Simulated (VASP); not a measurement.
# TePb (Pm-3m) in VASP: a series of runs, part 2 of 2

VASP 6.6.1. Earlier steps stand in the parts before.

## (6) Single point, PBE (volume scaled by 0.880)

Contents of INCAR:

```
SYSTEM = TePb
PREC = Accurate ; ENCUT = 520
EDIFF = 1E-7 ; ISMEAR = 0
SIGMA = 0.05 ; LREAL = .FALSE.
LASPH = .TRUE. ; NELM = 60
ALGO = Normal ; ISIF = 2
LWAVE = .FALSE. ; LCHARG = .FALSE.
GGA = PE ; NBANDS = 17
```

Contents of KPOINTS:

```
regular mesh
0
G
  10 10 10
  0 0 0
```

Contents of POSCAR:

```
TePb
1.0
    3.8369134174      0.0000000000      0.0000000000
    0.0000000000      3.8369134174      0.0000000000
    0.0000000000      0.0000000000      3.8369134174
Te Pb
1 1
Direct
    0.5000000000      0.5000000000      0.5000000000
    0.0000000000      0.0000000000      0.0000000000
```

Potentials or basis: VASP PAW PBE potentials, release 64 (Te, Pb_d).

The run is started by

```sh
$ cat potpaw_PBE.64/Te/POTCAR potpaw_PBE.64/Pb_d/POTCAR > POTCAR
$ mpirun -np 1 vasp_std > vasp.out
```

OUTCAR:

```text
SYSTEM = TePb
   PREC = Accurate
   ENCUT = 520
   EDIFF = 1E-7
   ISMEAR = 0
   LREAL = .FALSE.
   LASPH = .TRUE.
   NELM = 60
   ISIF = 2
   GGA = PE

 ion  position               nearest neighbor table
   1  0.500  0.500  0.500-   2 3.32   2 3.32   2 3.32   2 3.32   2 3.32   2 3.32   2 3.32   2 3.32

   2  0.000  0.000  0.000-   1 3.32   1 3.32   1 3.32   1 3.32   1 3.32   1 3.32   1 3.32   1 3.32

  LATTYP: Found a simple cubic cell.
 ALAT       =     3.8369134174

  Lattice vectors:

 A1 = (   3.8369134174,   0.0000000000,   0.0000000000)
 A2 = (   0.0000000000,   3.8369134174,   0.0000000000)
 A3 = (   0.0000000000,   0.0000000000,   3.8369134174)

Analysis of symmetry for initial positions (statically):
=====================================================================
 Subroutine PRICEL returns:
 Original cell was already a primitive cell.

 Routine SETGRP: Setting up the symmetry group for a
 simple cubic supercell.

 Subroutine GETGRP returns: Found 48 space group operations
 (whereof 48 operations were pure point group operations)
 out of a pool of 48 trial point group operations.

The static configuration has the point symmetry O_h .

Analysis of symmetry for dynamics (positions and initial velocities):
=====================================================================
 Subroutine PRICEL returns:
 Original cell was already a primitive cell.

 Routine SETGRP: Setting up the symmetry group for a
 simple cubic supercell.

 Subroutine GETGRP returns: Found 48 space group operations
 (whereof 48 operations were pure point group operations)
 out of a pool of 48 trial point group operations.

The dynamic configuration has the point symmetry O_h .

 Subroutine INISYM returns: Found 48 space group operations
 (whereof 48 operations are pure point group operations),
 and found     1 'primitive' translations

[... 111 lines left out ...]
   IALGO  =     38    algorithm
   IMIX   =      4    mixing-type and parameters
     AMIX     =   0.40;   BMIX     =  1.00
     AMIX_MAG =   1.60;   BMIX_MAG =  1.00
  volume/ion in A,a.u.               =      28.24       190.60
  Fermi-wavevector in a.u.,A,eV,Ry     =   1.158162  2.188610 18.250044  1.341340
  Thomas-Fermi vector in A             =   2.294767
   LORBIT       =      0    0 simple, 1 ext, 2 COOP (PROOUT), +10 PAW based schemes
   GGA     = PE    functional components
   LHFCALC =     F    Hartree Fock is set to
   AEXX    =    0.0000 exact exchange contribution
   IVDW    =     0    specifies the selected vdW correction
   LEPSILON=     F    determine dielectric tensor
   LRPA    =     F    only Hartree local field effects (RPA)
 non-spin polarized calculation
 Gauss-broadening in eV      SIGMA  =   0.05
  energy-cutoff  :      520.00
  volume of cell :       56.49
 maximum number of plane-waves:      1568
 NGX is ok and might be reduce to    30
   NGX = 15   NGY = 15   NGZ = 15

 number of electron      20.0000004 magnetization

 Free energy of the ion-electron system (eV)
  ---------------------------------------------------
  ext. energy  EPLUGINS =         0.00000000
  ---------------------------------------------------
  free energy    TOTEN  =        -6.94051397 eV

  energy without entropy =       -6.93942827  energy(sigma->0) =       -6.93997112

 E-fermi :   7.8163     XC(G=0): -10.2796

 val. band max:        7.7914040357   @ k =   0.2000   0.2000   0.2000
 cond. band min:       7.8527657054   @ k =   0.4000   0.3000   0.0000
 fundamental gap:      0.0613616697
 Fermi energy:         7.8162943477

 k-point     1 :       0.0000    0.0000    0.0000
  band No.  band energies     occupation
      1      -9.2062      2.00000
      2      -9.2062      2.00000
      3      -9.0829      2.00000
      4      -9.0829      2.00000
      5      -9.0829      2.00000
      6      -5.1556      2.00000
[... 457 lines left out ...]
      4      -9.1150      2.00000
      5      -9.0885      2.00000
      6      -4.1638      2.00000
[... 9 lines left out ...]
     16      17.0221      0.00000
     17      17.0985      0.00000

 [... further k-points ...]

------------------------ aborting loop because EDIFF is reached ----------------------------------------

  FORCE on cell =-STRESS in cart. coord.  units (eV):
  Direction    XX          YY          ZZ          XY          YZ          ZX
  --------------------------------------------------------------------------------------
  -------------------------------------------------------------------------------------
  Total        2.1939504      2.1939504      2.1939504     -0.0000000      0.0000000     -0.0000000
  in kB       62.2287960     62.2287960     62.2287960     -0.0000000      0.0000000     -0.0000000
  external PRESSURE =      62.2287960 kB  Pullay stress =       0.0000000 kB

 VOLUME and BASIS-vectors are now :
 -----------------------------------------------------------------------------
  energy-cutoff  :      520.00
  volume of cell :       56.49
      direct lattice vectors                 reciprocal lattice vectors
     3.836913417  0.000000000  0.000000000     0.260626157  0.000000000  0.000000000
     0.000000000  3.836913417  0.000000000     0.000000000  0.260626157  0.000000000
     0.000000000  0.000000000  3.836913417     0.000000000  0.000000000  0.260626157

 POSITION                                       TOTAL-FORCE (eV/Angst)
 -----------------------------------------------------------------------------------
      1.91846      1.91846      1.91846         0.000000      0.000000      0.000000
      0.00000      0.00000      0.00000         0.000000      0.000000      0.000000
 -----------------------------------------------------------------------------------
    total drift:                                0.000000     -0.000000     -0.000000

  FREE ENERGIE OF THE ION-ELECTRON SYSTEM (eV)
  ---------------------------------------------------
  free  energy   TOTEN  =        -6.9405139682 eV

  energy  without entropy=       -6.9394282678  energy(sigma->0) =       -6.93997112
```

stdout:

```text
POSCAR found type information on POSCAR TePb
 POSCAR found :  2 types and       2 ions
 scaLAPACK will be used
 LDA part: xc-table for (Slater+PW92), standard interpolation
 POSCAR, INCAR and KPOINTS ok, starting setup
 FFT: planning ... GRIDC
 FFT: planning ... GRID_SOFT
 FFT: planning ... GRID
 WAVECAR not read
 entering main loop
```

It took 76 s on 1 thread of Intel Xeon 8259CL, shared host; peak memory 0.21 GiB.

What came out:

| Property | Result |
| --- | --- |
| Free energy | -6.9405 eV |
| Pressure | 6.2 GPa |
| Band gap on the k mesh | zero (band 10 reaches 8.15 eV, above the bottom of band 11 at 6.49 eV) |

Caveat: spin-orbit coupling is left out, which moves the levels of the heavy elements.

## (7) Single point, PBE (volume scaled by 0.920)

Edit INCAR of step 6 so:

```diff
@@ -2,3 +2,3 @@
 PREC = Accurate ; ENCUT = 520
-EDIFF = 1E-7 ; ISMEAR = 0
+EDIFF = 1E-6 ; ISMEAR = 0
 SIGMA = 0.05 ; LREAL = .FALSE.
```

Contents of KPOINTS:

```
Automatic mesh
0
G
  10 10 10
  0 0 0
```

Contents of POSCAR:

```
TePb
1.0
    3.8941892260      0.0000000000      0.0000000000
    0.0000000000      3.8941892260      0.0000000000
    0.0000000000      0.0000000000      3.8941892260
Te Pb
1 1
Direct
    0.5000000000      0.5000000000      0.5000000000
    0.0000000000      0.0000000000      0.0000000000
```

The run is started by

```sh
$ cat potpaw_PBE.64/Te/POTCAR potpaw_PBE.64/Pb_d/POTCAR > POTCAR
$ mpirun -np 1 vasp_std > vasp.out
```

Run time: 72 s. Hardware: 1 thread of Intel Xeon 8259CL, shared host; peak memory 0.21 GiB.

The run converged. Its results:

```yaml
Free_energy: -7.0181 eV
Pressure: 3.5 GPa
Band_gap_on_the_k_mesh: zero (band 10 reaches 7.58 eV, above the bottom of band 11 at 6.08 eV)
```

Levels at points of the mesh, in eV from the Fermi level:
```tsv
k point	band 6	band 7	band 8	band 9	band 10	band 11	band 12	band 13	band 14	band 15
(0.00, 0.00, 0.00)	-12.64	-6.42	-1.67	-1.67	-1.67	3.98	3.98	5.90	5.90	5.90
(0.50, 0.00, 0.00)	-11.10	-9.27	-0.52	-0.09	-0.09	0.40	2.51	2.51	5.27	6.97
(0.50, 0.50, 0.00)	-10.19	-7.86	-4.78	-4.78	0.32	3.90	4.06	4.06	6.26	7.32
(0.50, 0.50, 0.50)	-9.75	-6.94	-2.67	-2.67	-2.67	-1.18	-1.18	-1.18	14.51	14.51
```

Caveat: spin-orbit coupling is left out, which moves the levels of the heavy elements.

## (8) Summary

```tsv
cell	k mesh	gap on the mesh (eV)	pressure (GPa)
a = 3.950 Å, 2 atoms	8 × 8 × 8	none	1.7
a = 4.004 Å, 2 atoms	8 × 8 × 8	none	0.0
a = 4.057 Å, 2 atoms	8 × 8 × 8	none	-1.6
a = 3.717 Å, 2 atoms	10 × 10 × 10	none	14.0
a = 3.837 Å, 2 atoms	10 × 10 × 10	none	6.2
a = 3.894 Å, 2 atoms	10 × 10 × 10	none	3.5
```

Alike in all rows: task single point; level PBE; potentials or basis VASP PAW PBE potentials, release 64 (Te, Pb_d); no spin polarisation; cutoff (eV) 520; smearing gaussian 0.05 eV.

Caveats: spin-orbit coupling is left out, which moves the levels of the heavy elements.

Total energies depend on the potentials used, so only differences within one code and one set of settings carry meaning.
